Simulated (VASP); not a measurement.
Write the native input for VASP 6.6.1 that does the following.

| Property | Result |
| --- | --- |
| Task | single point |
| Functional | PBEsol |
| Potentials or basis | VASP PAW PBE potentials, release 64 (S, Mg) |
| Cutoff | 520 eV |
| k mesh | 6 × 6 × 4 |
| Occupations | fermi-dirac, width 0.05 eV |
| Spin | no spin polarisation |
| Dipole correction | no |
| Further INCAR settings | ALGO = Normal; EDIFF = 1e-06; NBANDS = 16 |

The structure of MgS lies in POSCAR:

```
MgS
1.0
    4.1153148549      0.0000000000      0.0000000000
   -2.0576574275      3.5639672089      0.0000000000
    0.0000000000      0.0000000000      6.4322941800
S Mg
2 2
Direct
    0.6666666667      0.3333333333      0.8805235601
    0.3333333333      0.6666666667      0.3805235601
    0.3333333333      0.6666666667      0.9944754399
    0.6666666667      0.3333333333      0.4944754399
```

One way to write it, as run:

INCAR

```
PREC     = Accurate       # precision mode
ENCUT    = 520            # plane-wave cutoff, eV
EDIFF    = 1E-6           # SCF threshold, eV
ISMEAR   = -1             # smearing method
SIGMA    = 0.05           # smearing width, eV
LREAL    = F              # projectors in reciprocal space
LASPH    = T              # aspherical terms in the spheres
NELM     = 100            # most SCF steps
ALGO     = Normal         # electronic algorithm
ISIF     = 2              # what is computed and relaxed
LWAVE    = F              # write WAVECAR
LCHARG   = F              # write CHGCAR
GGA      = PS             # functional
NBANDS   = 16             # bands
```

KPOINTS

```
regular mesh
0
Gamma
  6 6 4
```

Potentials or basis: VASP PAW PBE potentials, release 64 (S, Mg).

Run with:

```sh
$ cat potpaw_PBE.64/S/POTCAR potpaw_PBE.64/Mg/POTCAR > POTCAR
$ mpirun -np 1 vasp_std > vasp.out
```

It gave:

| Quantity | Value |
| --- | --- |
| Pressure | -2.5 GPa |
| Band gap on the k mesh | 3.03 eV |

Caveat: the PAW data sets were made with another functional, which shifts forces and pressure a little.

Wall time 15 s on 1 thread of Intel(R) Xeon(R) Platinum 8488C (Sapphire Rapids) (shared host), peak memory 0.21 GiB.
